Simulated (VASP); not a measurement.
AlN, 4 atoms in the cell. It takes space group P6_3mc (No. 186, hexagonal). The conventional cell has a = 3.118 Å, b = 3.118 Å, c = 5.028 Å, α = 90.00°, β = 90.00°, γ = 120.00°. Al (site symmetry 3m) has 4 N at 1.90 to 1.92 Å within 2.5 Å. Within 2.5 Å of N (site symmetry 3m) lie 4 Al at 1.90 to 1.92 Å. 

- Program: VASP 6.6.1
- Task: single point
- Functional: PBE
- Potentials or basis: VASP PAW PBE potentials, release 64 (Al, N)
- Cutoff: 520 eV
- k mesh: 8 × 8 × 5
- Occupations: gaussian, width 0.01 eV
- Spin: no spin polarisation
- Dipole correction: no
- Further INCAR settings: ALGO = Normal; EDIFF = 1e-06; NBANDS = 16

Potentials or basis: VASP PAW PBE potentials, release 64 (Al, N).

Command:

```sh
$ cat potpaw_PBE.64/Al/POTCAR potpaw_PBE.64/N/POTCAR > POTCAR
$ mpirun -np 1 vasp_std > vasp.out
```

Hardware: 1 thread of Intel(R) Xeon(R) Platinum 8488C (Sapphire Rapids) (shared host).

**Question.** Estimate the wall time of this run.

**Answer.** Run time: 12 s on 1 thread of Intel(R) Xeon(R) Platinum 8488C (Sapphire Rapids), with other jobs on the host, peak memory 0.16 GiB. Counts: scf iterations 13, k points 30.
